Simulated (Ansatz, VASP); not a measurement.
**CuI in VASP and in Ansatz**

```
CELL_PARAMETERS angstrom
0.00000 2.86209 2.86209
2.86209 0.00000 2.86209
2.86209 2.86209 0.00000
ATOMIC_POSITIONS crystal
Cu 0.02620 0.02620 0.97380
I 0.50000 0.50000 0.50000
```

Change from the starting cell: all Cu atoms moved -0.150 Å, as atom 1 towards its neighbour atom 2 (I) at 2.862 Å.

Alike in both runs: task single point; functional PBEsol; k mesh 14 × 14 × 14; occupations gaussian, width 0.15 eV; no spin polarisation.

|  | VASP | Ansatz |
| --- | --- | --- |
| version | VASP 6.6.1 | Ansatz 0.2.0 |
| potentials or method | VASP PAW PBE potentials, release 64 (Cu, I), cutoff 520 eV | scalar-relativistic, plane waves, PAW |
| valence electrons in the cell | 18 | 36 |

|  | VASP | Ansatz | Ansatz less VASP |
| --- | --- | --- | --- |
| gap on the k mesh at the Fermi level (eV) | none | none | - |
| pressure (GPa) | -2.9 | -3.1 | -0.26 |
| traceless stress, the component that is largest in VASP (GPa) | 0.65 | 0.65 | 0.000 |
| rms of the force components (eV/Å) | 0.005 | 0.004 | -0.0010 |

VASP's potentials were made for PBE, not for PBEsol. Atom by atom the forces differ by 0.001 eV/Å (rms over components). A gap of «none» marks a metal or a gap that the smearing closes. The functional is the same, so the differences come from potentials, cutoffs and numerics. VASP's potentials hold 18 valence electrons a cell and Ansatz's 36, so a difference there can come from the potentials and not from the codes.

Neither program's run includes spin-orbit coupling.
